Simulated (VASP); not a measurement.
## NaCl: single point with LDA

Crystal: NaCl.

```
Na Cl
1.0
     2.70487    2.70487    0.00000
    -2.70487    2.70487    0.00000
     0.00000    2.70487    2.74234
Na Cl
1 1
Cartesian
  0.0000 0.0000 0.0000
  0.0000 2.7049 0.0000
```

This cell differs from its parent crystal: film at in-plane strain -0.01.

| Item | Value |
| --- | --- |
| Program | VASP 6.6.1 |
| Task | single point |
| Functional | LDA |
| Potentials or basis | VASP PAW LDA potentials, release 64 (Na_pv, Cl) |
| Cutoff | 520 eV |
| k mesh | 8 × 8 × 8 |
| Occupations | gaussian, width 0.01 eV |
| Spin | no spin polarisation |

```yaml
Pressure: 0.6 GPa
Band_gap_on_the_k_mesh: 5.15 eV, direct
```

Stress tensor (GPa, compression positive):
```
0.88 0.00 0.00
0.00 0.88 0.00
0.00 0.00 0.04
```

Levels at points of the mesh, in eV from the valence-band top:
```csv
k point,band 4,band 5,band 6,band 7,band 8,band 9,band 10,band 11
"(0.00, 0.00, 0.00)",-12.88,-0.01,-0.01,0.00,5.15,10.86,10.97,10.97
"(0.50, 0.00, 0.00)",-12.38,-2.40,-0.36,-0.34,7.07,10.86,11.01,11.19
"(0.50, 0.50, 0.00)",-12.32,-2.06,-0.78,-0.74,7.47,7.59,11.79,15.20
"(0.00, 0.00, 0.50)",-12.34,-2.08,-0.72,-0.72,7.49,7.64,11.65,15.40
```

It took 51 s on 1 thread of AMD EPYC 7R13, on a shared host, peak memory 0.12 GiB.

Caveat: the cell differs from its parent crystal (film at in-plane strain -0.01).
